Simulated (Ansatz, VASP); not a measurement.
**One calculation of CaO, two programs**

```
CELL_PARAMETERS angstrom
2.86368 0.00000 0.00000
0.00000 2.86368 0.00000
0.00000 0.00000 2.86368
ATOMIC_POSITIONS crystal
Ca 0.00000 0.00000 0.00000
O 0.50000 0.50000 0.50000
```

Alike in both runs: task single point; functional r2SCAN; k mesh 8 × 8 × 8; occupations gaussian, width 0.05 eV; no spin polarisation.

|  | VASP | Ansatz |
| --- | --- | --- |
| version | VASP 6.6.1 | Ansatz 0.2.0 |
| potentials or method | VASP PAW PBE potentials, release 64 (Ca_sv, O), cutoff 520 eV | scalar-relativistic, plane waves, PAW |
| valence electrons in the cell | 16 | 16 |

|  | VASP | Ansatz | Ansatz less VASP |
| --- | --- | --- | --- |
| gap on the k mesh at the Fermi level (eV) | 3.26 | 3.26 | 0.000 |
| least direct gap on the mesh (eV) | 3.56 | 3.56 | +0.003 |
| pressure (GPa) | 6.7 | 5.4 | -1.27 |

VASP's potentials were made for PBE, not for r2SCAN.
